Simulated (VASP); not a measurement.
# SrO in VASP: further runs, part 2 of 3

VASP 6.6.1. Earlier steps stand in the parts before.

### 3 Single point, r2SCAN (strain -4.0%)

File POSCAR:

```
SrO
1.0
    0.0000000000      2.4766966334      2.4766966334
    2.4766966334      0.0000000000      2.4766966334
    2.4766966334      2.4766966334      0.0000000000
Sr O
1 1
Direct
    0.0000000000      0.0000000000      0.0000000000
    0.5000000000      0.5000000000      0.5000000000
```

File INCAR.step1:

```
SYSTEM = SrO
PREC = Accurate ; ENCUT = 520
ISMEAR = 0 ; SIGMA = 0.01
LREAL = .False. ; LASPH = .True.
NELM = 80 ; NBANDS = 15
GGA = PE ; ALGO = Normal
EDIFF = 1E-4 ; LWAVE = .True.
LCHARG = .False.
```

File INCAR.step2:

```
SYSTEM = SrO
PREC = Accurate ; ENCUT = 520
EDIFF = 1E-6 ; ISMEAR = 0
SIGMA = 0.01 ; LREAL = .False.
LASPH = .True. ; NELM = 80
ALGO = Normal ; ISIF = 2
LWAVE = .False. ; LCHARG = .False.
METAGGA = R2SCAN ; LMIXTAU = .True.
NBANDS = 15 ; ISTART = 1
```

File KPOINTS:

```
regular mesh
0
Gamma
  8 8 8
  0 0 0
```

Potentials or basis: VASP PAW PBE potentials, release 64 (Sr_sv, O).

On the command line:

```console
> cat potpaw_PBE.64/Sr_sv/POTCAR potpaw_PBE.64/O/POTCAR > POTCAR
> cp INCAR.step1 INCAR
> mpirun -np 1 vasp_std > vasp.out
> cp INCAR.step2 INCAR
> mpirun -np 1 vasp_std > vasp.out
```

OUTCAR:

```text
SYSTEM = SrO
   PREC = Accurate
   ENCUT = 520
   EDIFF = 1E-6
   ISMEAR = 0
   LREAL = .False.
   LASPH = .True.
   NELM = 80
   ISIF = 2
   METAGGA = R2SCAN
   ISTART = 1

 ion  position               nearest neighbor table
   1  0.000  0.000  0.000-   2 2.48   2 2.48   2 2.48   2 2.48   2 2.48   2 2.48
   2  0.500  0.500  0.500-   1 2.48   1 2.48   1 2.48   1 2.48   1 2.48   1 2.48

  LATTYP: Found a face centered cubic cell.
 ALAT       =     4.9533932668

  Lattice vectors:

 A1 = (   0.0000000000,   2.4766966334,   2.4766966334)
 A2 = (   2.4766966334,   0.0000000000,   2.4766966334)
 A3 = (   2.4766966334,   2.4766966334,   0.0000000000)

Analysis of symmetry for initial positions (statically):
=====================================================================
 Subroutine PRICEL returns:
 Original cell was already a primitive cell.

 Routine SETGRP: Setting up the symmetry group for a
 face centered cubic supercell.

 Subroutine GETGRP returns: Found 48 space group operations
 (whereof 48 operations were pure point group operations)
 out of a pool of 48 trial point group operations.

The static configuration has the point symmetry O_h .

Analysis of symmetry for dynamics (positions and initial velocities):
=====================================================================
 Subroutine PRICEL returns:
 Original cell was already a primitive cell.

 Routine SETGRP: Setting up the symmetry group for a
 face centered cubic supercell.

 Subroutine GETGRP returns: Found 48 space group operations
 (whereof 48 operations were pure point group operations)
 out of a pool of 48 trial point group operations.

The dynamic configuration has the point symmetry O_h .

 Subroutine INISYM returns: Found 48 space group operations
 (whereof 48 operations are pure point group operations),
 and found     1 'primitive' translations

----------------------------------------------------------------------------------------

[... 116 lines left out ...]
   LORBIT       =      0    0 simple, 1 ext, 2 COOP (PROOUT), +10 PAW based schemes
   METAGGA = R2SCAN    functional components
   LHFCALC =     F    Hartree Fock is set to
   AEXX    =    0.0000 exact exchange contribution
   IVDW    =     0    specifies the selected vdW correction
   LEPSILON=     F    determine dielectric tensor
   LRPA    =     F    only Hartree local field effects (RPA)
 non-spin polarized calculation
 Gauss-broadening in eV      SIGMA  =   0.01
  energy-cutoff  :      520.00
  volume of cell :       30.38
 maximum number of plane-waves:       869
 NGX is ok and might be reduce to    28
   NGX = 13   NGY = 13   NGZ = 13

 number of electron      16.0000005 magnetization

 Free energy of the ion-electron system (eV)
  ---------------------------------------------------
  ext. energy  EPLUGINS =         0.00000000
  ---------------------------------------------------
  free energy    TOTEN  =       -26.86812593 eV

  energy without entropy =      -26.86812593  energy(sigma->0) =      -26.86812593

 E-fermi :   1.9948     XC(G=0): -11.1777

 val. band max:        1.9161926504   @ k =   0.5000   0.5000   0.0000
 cond. band min:       5.5544264113   @ k =   0.5000   0.5000   0.0000
 fundamental gap:      3.6382337609
 Fermi energy:         1.9948468146

 k-point     1 :       0.0000    0.0000    0.0000
  band No.  band energies     occupation
      1     -31.2010      2.00000
      2     -14.2590      2.00000
      3     -12.0771      2.00000
      4     -12.0771      2.00000
      5     -12.0771      2.00000
      6       1.9043      2.00000
      7       1.9043      2.00000
      8       1.9043      2.00000
      9       7.4665      0.00000
     10       8.9178      0.00000
     11       8.9178      0.00000
     12       8.9178      0.00000
     13      11.5071      0.00000
     14      11.5071      0.00000
[... 401 lines left out ...]
      2     -15.5268      2.00000
      3     -12.6168      2.00000
      4     -12.4086      2.00000
      5     -11.3796      2.00000
      6       0.2221      2.00000
      7       0.9495      2.00000
      8       1.0807      2.00000
      9       9.2376      0.00000
     10       9.6537      0.00000
     11      12.7673      0.00000
     12      12.9294      0.00000
     13      15.3527      0.00000
     14      16.8183      0.00000
     15      17.7904      0.00000

 [... further k-points ...]
[... 5 lines left out ...]
  --------------------------------------------------------------------------------------
  -------------------------------------------------------------------------------------
  Total        3.0371527      3.0371527      3.0371527     -0.0000000      0.0000000      0.0000000
  in kB      160.1506742    160.1506742    160.1506742     -0.0000000      0.0000000      0.0000000
  external PRESSURE =     160.1506742 kB  Pullay stress =       0.0000000 kB

 VOLUME and BASIS-vectors are now :
 -----------------------------------------------------------------------------
  energy-cutoff  :      520.00
  volume of cell :       30.38
      direct lattice vectors                 reciprocal lattice vectors
     0.000000000  2.476696633  2.476696633    -0.201881810  0.201881810  0.201881810
     2.476696633  0.000000000  2.476696633     0.201881810 -0.201881810  0.201881810
     2.476696633  2.476696633  0.000000000     0.201881810  0.201881810 -0.201881810

 POSITION                                       TOTAL-FORCE (eV/Angst)
 -----------------------------------------------------------------------------------
      0.00000      0.00000      0.00000        -0.000000     -0.000000      0.000000
      2.47670      2.47670      2.47670         0.000000      0.000000     -0.000000
 -----------------------------------------------------------------------------------
    total drift:                                0.000000      0.000000      0.000000

  FREE ENERGIE OF THE ION-ELECTRON SYSTEM (eV)
  ---------------------------------------------------
  free  energy   TOTEN  =       -26.8681259349 eV

  energy  without entropy=      -26.8681259349  energy(sigma->0) =      -26.86812593
```

OSZICAR.step1:

```text
N       E                     dE             d eps       ncg     rms          rms(c)
DAV:   1     0.692002820702E+02    0.69200E+02   -0.85709E+03   870   0.105E+03
DAV:   2    -0.111813080814E+02   -0.80382E+02   -0.73593E+02  1200   0.225E+02
DAV:   3    -0.140249590778E+02   -0.28437E+01   -0.28307E+01  1089   0.384E+01
DAV:   4    -0.140739249002E+02   -0.48966E-01   -0.48957E-01  1084   0.503E+00
DAV:   5    -0.140754739361E+02   -0.15490E-02   -0.15490E-02  1093   0.679E-01    0.207E+01
DAV:   6    -0.119308934246E+02    0.21446E+01   -0.63010E+00   891   0.206E+01    0.242E+01
DAV:   7    -0.118268831882E+02    0.10401E+00   -0.23653E-01  1109   0.451E+00    0.141E+01
DAV:   8    -0.118154838615E+02    0.11399E-01   -0.10024E-01  1164   0.311E+00    0.915E-01
DAV:   9    -0.118172491637E+02   -0.17653E-02   -0.48047E-03  1171   0.480E-01    0.227E-01
DAV:  10    -0.118177636894E+02   -0.51453E-03   -0.49964E-04   926   0.194E-01    0.444E-02
DAV:  11    -0.118178448093E+02   -0.81120E-04   -0.76675E-05   730   0.690E-02
   1 F= -.11817845E+02 E0= -.11817845E+02  d E =-.886910E-18
```

Wall time 63 s (1 thread of Intel Xeon Platinum 8259CL at 2.50GHz (Skylake/Cascade Lake), shared host); peak memory 0.17 GiB.

What came out:

- Free energy: -26.8681 eV
- Pressure: 16.0 GPa
- Band gap on the k mesh: 3.64 eV, direct

Caveat: the cell differs from its parent crystal (strain -4.0%); the PAW data sets were made with another functional, which shifts forces and pressure a little. A k mesh can miss the band edges.

### 4 Single point, r2SCAN (strain +3.0%)

File POSCAR:

```
SrO
1.0
    0.0000000000      2.6572890963      2.6572890963
    2.6572890963      0.0000000000      2.6572890963
    2.6572890963      2.6572890963      0.0000000000
Sr O
1 1
Direct
    0.0000000000      0.0000000000      0.0000000000
    0.5000000000      0.5000000000      0.5000000000
```

File INCAR.step1:

```
SYSTEM = SrO
PREC     = Accurate       ! precision mode
ENCUT    = 520            ! plane-wave cutoff, eV
ISMEAR   = 0              ! smearing method
SIGMA    = 0.01           ! smearing width, eV
LREAL    = .FALSE.        ! projectors in reciprocal space
LASPH    = .TRUE.         ! aspherical terms in the spheres
NELM     = 60             ! most SCF steps
NBANDS   = 15             ! bands
GGA      = PE             ! functional
ALGO     = Normal         ! electronic algorithm
EDIFF    = 1E-4           ! SCF threshold, eV
LWAVE    = .TRUE.         ! write WAVECAR
LCHARG   = .FALSE.        ! write CHGCAR
```

File INCAR.step2:

```
SYSTEM = SrO
PREC     = Accurate       ! precision mode
ENCUT    = 520            ! plane-wave cutoff, eV
EDIFF    = 1E-6           ! SCF threshold, eV
ISMEAR   = 0              ! smearing method
SIGMA    = 0.01           ! smearing width, eV
LREAL    = .FALSE.        ! projectors in reciprocal space
LASPH    = .TRUE.         ! aspherical terms in the spheres
NELM     = 60             ! most SCF steps
ALGO     = Normal         ! electronic algorithm
ISIF     = 2              ! what is computed and relaxed
LWAVE    = .FALSE.        ! write WAVECAR
LCHARG   = .FALSE.        ! write CHGCAR
METAGGA  = R2SCAN         ! meta-GGA
LMIXTAU  = .TRUE.       
NBANDS   = 15             ! bands
ISTART   = 1
```

File KPOINTS:

```
Automatic mesh
0
G
  8 8 8
  0 0 0
```

Potentials or basis: VASP PAW PBE potentials, release 64 (Sr_sv, O).

On the command line:

```console
> cat potpaw_PBE.64/Sr_sv/POTCAR potpaw_PBE.64/O/POTCAR > POTCAR
> cp INCAR.step1 INCAR
> mpirun -np 1 vasp_std > vasp.out
> cp INCAR.step2 INCAR
> mpirun -np 1 vasp_std > vasp.out
```

OUTCAR:

```text
SYSTEM = SrO
   PREC = Accurate
   ENCUT = 520
   EDIFF = 1E-6
   ISMEAR = 0
   LREAL = .FALSE.
   LASPH = .TRUE.
   NELM = 60
   ISIF = 2
   METAGGA = R2SCAN
   ISTART = 1

 ion  position               nearest neighbor table
   1  0.000  0.000  0.000-   2 2.66   2 2.66   2 2.66   2 2.66   2 2.66   2 2.66
   2  0.500  0.500  0.500-   1 2.66   1 2.66   1 2.66   1 2.66   1 2.66   1 2.66

  LATTYP: Found a face centered cubic cell.
 ALAT       =     5.3145781926

  Lattice vectors:

 A1 = (   0.0000000000,   2.6572890963,   2.6572890963)
 A2 = (   2.6572890963,   0.0000000000,   2.6572890963)
 A3 = (   2.6572890963,   2.6572890963,   0.0000000000)

Analysis of symmetry for initial positions (statically):
=====================================================================
 Subroutine PRICEL returns:
 Original cell was already a primitive cell.

 Routine SETGRP: Setting up the symmetry group for a
 face centered cubic supercell.

 Subroutine GETGRP returns: Found 48 space group operations
 (whereof 48 operations were pure point group operations)
 out of a pool of 48 trial point group operations.

The static configuration has the point symmetry O_h .

Analysis of symmetry for dynamics (positions and initial velocities):
[... 169 lines left out ...]
      2     -14.9960      2.00000
      3     -14.0524      2.00000
      4     -14.0524      2.00000
      5     -14.0524      2.00000
      6       0.9108      2.00000
      7       0.9108      2.00000
      8       0.9108      2.00000
      9       4.8687      0.00000
     10       7.4486      0.00000
     11       7.4486      0.00000
     12       7.4486      0.00000
     13       9.5532      0.00000
     14       9.5532      0.00000
[... 401 lines left out ...]
      2     -15.9429      2.00000
      3     -14.3252      2.00000
      4     -14.2148      2.00000
      5     -13.3527      2.00000
      6      -0.5166      2.00000
      7       0.1472      2.00000
      8       0.1826      2.00000
      9       7.4510      0.00000
     10       7.7895      0.00000
     11      10.1115      0.00000
     12      10.4151      0.00000
     13      12.3619      0.00000
     14      13.5628      0.00000
     15      14.0673      0.00000

 [... further k-points ...]
[... 5 lines left out ...]
  --------------------------------------------------------------------------------------
  -------------------------------------------------------------------------------------
  Total       -1.5134650     -1.5134650     -1.5134650      0.0000000      0.0000000      0.0000000
  in kB      -64.6154769    -64.6154769    -64.6154769      0.0000000      0.0000000      0.0000000
  external PRESSURE =     -64.6154769 kB  Pullay stress =       0.0000000 kB

 VOLUME and BASIS-vectors are now :
 -----------------------------------------------------------------------------
  energy-cutoff  :      520.00
  volume of cell :       37.53
      direct lattice vectors                 reciprocal lattice vectors
     0.000000000  2.657289096  2.657289096    -0.188161687  0.188161687  0.188161687
     2.657289096  0.000000000  2.657289096     0.188161687 -0.188161687  0.188161687
     2.657289096  2.657289096  0.000000000     0.188161687  0.188161687 -0.188161687

 POSITION                                       TOTAL-FORCE (eV/Angst)
 -----------------------------------------------------------------------------------
      0.00000      0.00000      0.00000        -0.000000      0.000000      0.000000
      2.65729      2.65729      2.65729         0.000000     -0.000000     -0.000000
 -----------------------------------------------------------------------------------
    total drift:                                0.000000      0.000000      0.000000

  FREE ENERGIE OF THE ION-ELECTRON SYSTEM (eV)
  ---------------------------------------------------
  free  energy   TOTEN  =       -26.9933983253 eV

  energy  without entropy=      -26.9933983253  energy(sigma->0) =      -26.99339833
```

OUTCAR.step1:

```text
SYSTEM = SrO
   PREC = Accurate
   ENCUT = 520
   ISMEAR = 0
   LREAL = .FALSE.
   LASPH = .TRUE.
[... 653 lines left out ...]
      0.00000      0.00000      0.00000         0.000000     -0.000000      0.000000
      2.65729      2.65729      2.65729         0.000000      0.000000     -0.000000
 -----------------------------------------------------------------------------------
    total drift:                                0.000000      0.000000      0.000000

  FREE ENERGIE OF THE ION-ELECTRON SYSTEM (eV)
  ---------------------------------------------------
  free  energy   TOTEN  =       -12.0221716668 eV

  energy  without entropy=      -12.0221716668  energy(sigma->0) =      -12.02217167
```

OSZICAR.step1:

```text
N       E                     dE             d eps       ncg     rms          rms(c)
DAV:   1     0.671858430590E+02    0.67186E+02   -0.83123E+03   870   0.103E+03
DAV:   2    -0.110526762635E+02   -0.78239E+02   -0.72017E+02  1216   0.214E+02
DAV:   3    -0.141764688006E+02   -0.31238E+01   -0.31121E+01  1122   0.389E+01
DAV:   4    -0.142277582135E+02   -0.51289E-01   -0.51283E-01  1156   0.475E+00
DAV:   5    -0.142285636463E+02   -0.80543E-03   -0.80543E-03  1084   0.414E-01    0.139E+01
DAV:   6    -0.122103293586E+02    0.20182E+01   -0.71573E+00   884   0.188E+01    0.162E+01
DAV:   7    -0.120325719833E+02    0.17776E+00   -0.38741E-01   982   0.525E+00    0.934E+00
DAV:   8    -0.120213204340E+02    0.11252E-01   -0.12876E-01  1087   0.370E+00    0.405E-01
DAV:   9    -0.120214916136E+02   -0.17118E-03   -0.75145E-03  1047   0.595E-01    0.238E-01
DAV:  10    -0.120219536157E+02   -0.46200E-03   -0.48118E-04   982   0.218E-01    0.968E-02
DAV:  11    -0.120221485153E+02   -0.19490E-03   -0.22533E-04   905   0.108E-01    0.300E-02
DAV:  12    -0.120221716668E+02   -0.23152E-04   -0.28963E-05   708   0.369E-02
   1 F= -.12022172E+02 E0= -.12022172E+02  d E =-.311319E-24
```

Run time: 62 s. Hardware: 1 thread of Intel Xeon Platinum 8259CL at 2.50GHz (Skylake/Cascade Lake), shared host; peak memory 0.17 GiB.

What came out:

| Item | Value |
| --- | --- |
| Free energy | -26.9934 eV |
| Pressure | -6.5 GPa |
| Band gap on the k mesh | 3.77 eV, indirect (least direct gap 3.91 eV) |

Caveat: the cell differs from its parent crystal (strain +3.0%); the PAW data sets were made with another functional, which shifts forces and pressure a little. A k mesh can miss the band edges.

(Part 2 of 3 ends here.)
